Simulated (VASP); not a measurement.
# Fe (P6_3/mmc) in VASP: notebook

The runs below take Fe through single point, with PBEsol, LDA.

Program: VASP 6.6.1. These are calculated values, not measurements. Logs are shortened: lines on timing, memory, paths and dates and some standing lists are left out, and cuts for length are marked.

## Step 1: The cell of the first run

It takes space group P6_3/mmc (No. 194, hexagonal). The conventional cell has a = 2.466 Å, b = 2.466 Å, c = 3.892 Å, α = 90.00°, β = 90.00°, γ = 120.00°. Fe (site symmetry -6m2) has 12 Fe at 2.41 to 2.47 Å within 3.2 Å.

## Step 2: Single point, PBEsol, collinear spin, ferromagnetic start

INCAR reads:

```
SYSTEM = Fe
PREC = Accurate ; ENCUT = 520
EDIFF = 1E-6 ; ISMEAR = -1
SIGMA = 0.05 ; LREAL = .False.
LASPH = .True. ; NELM = 150
ALGO = Normal ; ISIF = 2
LWAVE = .False. ; LCHARG = .True.
ISPIN = 2 ; MAGMOM = 3 3
LORBIT = 11 ; LMAXMIX = 4
GGA = PS ; LELF = .True.
LVHAR = .True. ; NBANDS = 19
```

KPOINTS reads:

```
Automatic mesh
0
Gamma
  12 12 7
  0 0 0
```

POSCAR reads:

```
Fe
1.0
    2.4661896479      0.0000000000      0.0000000000
   -1.2330948240      2.1357828857      0.0000000000
    0.0000000000      0.0000000000      3.8924920371
Fe
2
Direct
    0.6666666667      0.3333333333      0.7500000000
    0.3333333333      0.6666666667      0.2500000000
```

Potentials or basis: VASP PAW PBE potentials, release 64 (Fe).

The run is started by

```
> cat potpaw_PBE.64/Fe/POTCAR > POTCAR
> mpirun -np 1 vasp_std > vasp.out
```

OUTCAR:

```text
SYSTEM = Fe
   PREC = Accurate
   ENCUT = 520
   EDIFF = 1E-6
   ISMEAR = -1
   LREAL = .False.
   LASPH = .True.
   NELM = 150
   ISIF = 2
   ISPIN = 2
   LORBIT = 11
   GGA = PS

 ion  position               nearest neighbor table
   1  0.667  0.333  0.750-   2 2.41   2 2.41   2 2.41   2 2.41   2 2.41   2 2.41
   2  0.333  0.667  0.250-   1 2.41   1 2.41   1 2.41   1 2.41   1 2.41   1 2.41

  LATTYP: Found a hexagonal cell.
 ALAT       =     2.4661896479
 C/A-ratio  =     1.5783425417

  Lattice vectors:

 A1 = (   2.4661896479,   0.0000000000,   0.0000000000)
 A2 = (  -1.2330948240,   2.1357828857,   0.0000000000)
 A3 = (   0.0000000000,   0.0000000000,   3.8924920371)

Analysis of symmetry for initial positions (statically):
=====================================================================
 Subroutine PRICEL returns:
 Original cell was already a primitive cell.

 Routine SETGRP: Setting up the symmetry group for a
 hexagonal supercell.

 Subroutine GETGRP returns: Found 24 space group operations
 (whereof 12 operations were pure point group operations)
 out of a pool of 24 trial point group operations.

The static configuration has the point symmetry D_3d.
 The point group associated with its full space group is D_6h.

Analysis of symmetry for dynamics (positions and initial velocities):
=====================================================================
 Subroutine PRICEL returns:
 Original cell was already a primitive cell.

 Routine SETGRP: Setting up the symmetry group for a
 hexagonal supercell.

 Subroutine GETGRP returns: Found 24 space group operations
 (whereof 12 operations were pure point group operations)
 out of a pool of 24 trial point group operations.

The dynamic configuration has the point symmetry D_3d.
 The point group associated with its full space group is D_6h.

Analysis of structural, dynamic, and magnetic symmetry:
=====================================================================
 Subroutine PRICEL returns:
 Original cell was already a primitive cell.

 Routine SETGRP: Setting up the symmetry group for a
 hexagonal supercell.

 Subroutine GETGRP returns: Found 24 space group operations
 (whereof 12 operations were pure point group operations)
 out of a pool of 24 trial point group operations.

The overall configuration has the point symmetry D_3d.
 The point group associated with its full space group is D_6h.

 Subroutine INISYM returns: Found 24 space group operations
 (whereof 12 operations are pure point group operations),
 and found     1 'primitive' translations

----------------------------------------------------------------------------------------

                                     Primitive cell

  volume of cell :      20.5027

  direct lattice vectors                    reciprocal lattice vectors
     2.466189648  0.000000000  0.000000000     0.405483820  0.234106193  0.000000000
    -1.233094824  2.135782886  0.000000000     0.000000000  0.468212386  0.000000000
     0.000000000  0.000000000  3.892492037     0.000000000  0.000000000  0.256904829

  length of vectors
     2.466189648  2.466189648  3.892492037     0.468212386  0.468212386  0.256904829

  position of ions in fractional coordinates (direct lattice)
     0.666666667  0.333333333  0.750000000
     0.333333333  0.666666667  0.250000000

  ion indices of the primitive-cell ions
   primitive index   ion index
                 1           1
                 2           2

----------------------------------------------------------------------------------------

 KPOINTS: Automatic mesh

Automatic generation of k-mesh.
 Grid dimensions read from file:
 generate k-points for:   12   12    7

 Generating k-lattice:

  Cartesian coordinates                     Fractional coordinates (reciprocal lattice)
     0.033790318  0.019508849  0.000000000     0.083333333  0.000000000  0.000000000
     0.000000000  0.039017699  0.000000000     0.000000000  0.083333333  0.000000000
     0.000000000  0.000000000  0.036700690     0.000000000  0.000000000  0.142857143

  Length of vectors
     0.039017699  0.039017699  0.036700690

  Shift w.r.t. Gamma in fractional coordinates (k-lattice)
     0.000000000  0.000000000  0.000000000

 Subroutine IBZKPT returns following result:
 ===========================================

 Found     76 irreducible k-points:

 Following reciprocal coordinates:
            Coordinates               Weight
  0.000000  0.000000  0.000000      1.000000
  0.083333  0.000000  0.000000      6.000000
  0.166667  0.000000  0.000000      6.000000
  0.250000  0.000000  0.000000      6.000000
  0.333333 -0.000000  0.000000      6.000000
  0.416667  0.000000  0.000000      6.000000
[... 16 lines left out ...]
  0.250000  0.000000  0.142857     12.000000
  0.333333 -0.000000  0.142857     12.000000
 [... further k-points ...]
   k-points           NKPTS =     76   k-points in BZ     NKDIM =     76   number of bands    NBANDS=     19
   number of dos      NEDOS =    301   number of ions     NIONS =      2
   total plane-waves  NPLWV =   9720
   dimension x,y,z NGX =    18 NGY =   18 NGZ =   30
   dimension x,y,z NGXF=    36 NGYF=   36 NGZF=   60
   ions per type =               2
   NGX,Y,Z   is equivalent  to a cutoff of  12.13, 12.13, 12.81 a.u.
   NGXF,Y,Z  is equivalent  to a cutoff of  24.27, 24.27, 25.63 a.u.
 SYSTEM =  Fe
   PREC   = accura    normal or accurate (medium, high low for compatibility)
   ISTART =      0    job   : 0-new  1-cont  2-samecut
   ICHARG =      2    charge: 1-file 2-atom 10-const
   ISPIN  =      2    spin polarized calculation?
   LNONCOLLINEAR =      F non collinear calculations
   LSORBIT =      F    spin-orbit coupling
   LASPH  =      T    aspherical Exc in radial PAW
   ENCUT  =  520.0 eV  38.22 Ry    6.18 a.u.   4.59  4.59  7.24*2*pi/ulx,y,z
   NELM   =    150;   NELMIN=  2; NELMDL= -5     # of ELM steps
   EDIFF  = 0.1E-05   stopping-criterion for ELM
   LREAL  =      F    real-space projection
   EDIFFG = 0.1E-04   stopping-criterion for IOM
   NSW    =      0    number of steps for IOM
   IBRION =     -1    ionic relax: 0-MD 1-quasi-New 2-CG
   NFREE  =      0    steps in history (QN), initial steepest desc. (CG)
   ISIF   =      2    stress and relaxation
   ISYM   =      2    0-nonsym 1-usesym 2-fastsym
   POTIM  = 0.5000    time-step for ionic-motion
   TEBEG  =    0.0;   TEEND  =   0.0 temperature during run
   PSTRESS=    0.0 pullay stress
   NELECT =      16.0000    total number of electrons
   NUPDOWN=      -1.0000    fix difference up-down
   EMIN   =  10.00;   EMAX   =-10.00  energy-range for DOS
   EFERMI =   0.00;   METHOD = LEGACY
   ISMEAR =    -1;   SIGMA  =   0.05  broadening in eV -4-tet -1-fermi 0-gaus
   EFERMI_NEDOS =   21; number of points for ismear=-14 and -15
   IALGO  =     38    algorithm
   IMIX   =      4    mixing-type and parameters
     AMIX     =   0.40;   BMIX     =  1.00
     AMIX_MAG =   1.60;   BMIX_MAG =  1.00
  volume/ion in A,a.u.               =      10.25        69.18
  Fermi-wavevector in a.u.,A,eV,Ry     =   1.507224  2.848240 30.908673  2.271723
  Thomas-Fermi vector in A             =   2.617838
   LORBIT       =     11    0 simple, 1 ext, 2 COOP (PROOUT), +10 PAW based schemes
   GGA     = PS    functional components
   LHFCALC =     F    Hartree Fock is set to
   AEXX    =    0.0000 exact exchange contribution
   IVDW    =     0    specifies the selected vdW correction
   LEPSILON=     F    determine dielectric tensor
   LRPA    =     F    only Hartree local field effects (RPA)
 spin polarized calculation
  energy-cutoff  :      520.00
  volume of cell :       20.50
 maximum number of plane-waves:       573
   NGX =  9   NGY =  9   NGZ = 15

 number of electron      16.0000003 magnetization       0.0026590

 number of electron      16.0000003 magnetization      -0.0024160

 Free energy of the ion-electron system (eV)
  ---------------------------------------------------
  ext. energy  EPLUGINS =         0.00000000
  ---------------------------------------------------
  free energy    TOTEN  =       -17.84491578 eV

  energy without entropy =      -17.82434465  energy(sigma->0) =      -17.83463021

 E-fermi :   6.6966     XC(G=0): -13.9165

 val. band max:        6.6825177405   @ k =   0.3333   0.3333   0.2857
 cond. band min:       6.7027381688   @ k =   0.3333   0.2500   0.2857
 fundamental gap:      0.0202204283
 Fermi energy:         6.6966045386

 spin component 1

 k-point     1 :       0.0000    0.0000    0.0000
  band No.  band energies     occupation
      1      -2.2488      1.00000
      2       1.7562      1.00000
      3       5.0344      1.00000
      4       5.0344      1.00000
      5       5.1722      1.00000
      6       5.5002      1.00000
[... 11 lines left out ...]
     18      33.1159      0.00000
     19      33.5951      0.00000
[... 485 lines left out ...]
 k-point    24 :       0.3333   -0.0000    0.1429
  band No.  band energies     occupation
      1       1.1251      1.00000
      2       2.6546      1.00000
      3       3.1071      1.00000
      4       4.0057      1.00000
      5       5.0504      1.00000
      6       5.1017      1.00000
[... 11 lines left out ...]
     18      30.4650      0.00000
     19      31.7605      0.00000

 [... further k-points ...]

 spin component 2

 k-point     1 :       0.0000    0.0000    0.0000
  band No.  band energies     occupation
      1      -2.2490      1.00000
      2       1.7553      1.00000
      3       5.0331      1.00000
      4       5.0331      1.00000
      5       5.1707      1.00000
      6       5.4990      1.00000
[... 11 lines left out ...]
     18      33.1157      0.00000
     19      33.5947      0.00000
[... 485 lines left out ...]
 k-point    24 :       0.3333   -0.0000    0.1429
  band No.  band energies     occupation
      1       1.1247      1.00000
      2       2.6536      1.00000
      3       3.1064      1.00000
      4       4.0047      1.00000
      5       5.0496      1.00000
      6       5.1005      1.00000
[... 11 lines left out ...]
     18      30.4647      0.00000
     19      31.7601      0.00000

 [... further k-points ...]
[... 5 lines left out ...]
  --------------------------------------------------------------------------------------
  -------------------------------------------------------------------------------------
  Total       -1.7119238     -1.7119238     -1.5892675      0.0000000      0.0000000      0.0000000
  in kB     -133.7776910   -133.7776910   -124.1927569      0.0000000      0.0000000      0.0000000
  external PRESSURE =    -130.5827130 kB  Pullay stress =       0.0000000 kB

 VOLUME and BASIS-vectors are now :
 -----------------------------------------------------------------------------
  energy-cutoff  :      520.00
  volume of cell :       20.50
      direct lattice vectors                 reciprocal lattice vectors
     2.466189648  0.000000000  0.000000000     0.405483820  0.234106193  0.000000000
    -1.233094824  2.135782886  0.000000000     0.000000000  0.468212386  0.000000000
     0.000000000  0.000000000  3.892492037     0.000000000  0.000000000  0.256904829

 POSITION                                       TOTAL-FORCE (eV/Angst)
 -----------------------------------------------------------------------------------
      1.23309      0.71193      2.91937        -0.000000      0.000000      0.000000
     -0.00000      1.42386      0.97312         0.000000     -0.000000      0.000000
 -----------------------------------------------------------------------------------
    total drift:                                0.000000     -0.000000     -0.000000

  FREE ENERGIE OF THE ION-ELECTRON SYSTEM (eV)
  ---------------------------------------------------
  free  energy   TOTEN  =       -17.8449157753 eV

  energy  without entropy=      -17.8243446454  energy(sigma->0) =      -17.83463021

 total charge

# of ion       s       p       d       tot
------------------------------------------
    1        0.535   0.634   6.332   7.501
    2        0.535   0.634   6.332   7.501
--------------------------------------------------
tot          1.070   1.267  12.665  15.002

 magnetization (x)

# of ion       s       p       d       tot
------------------------------------------
    1        0.000   0.000  -0.001  -0.001
    2        0.000   0.000  -0.001  -0.001
--------------------------------------------------
tot          0.000   0.000  -0.001  -0.001
```

Run time: 24 s. Hardware: 1 thread of Intel Xeon 6975P-C (Granite Rapids), shared host; peak memory 0.16 GiB.

Results:

```
Free energy                                           : -17.8449 eV
Pressure                                              : -13.1 GPa
Band gap on the k mesh                                : zero (filled and empty bands overlap)
Net moment                                            : 0.00 μB per cell
Valence electrons inside the program's atomic spheres : Fe 7.50
```

Stress tensor (GPa, compression positive):
```
-13.38   0.00   0.00
  0.00 -13.38   0.00
  0.00   0.00 -12.42
```

Caveat: the starting moments collapsed, and a magnetic state may lie lower; the PAW data sets were made with another functional, which shifts forces and pressure a little.

(Continued in part 2 of 2.)
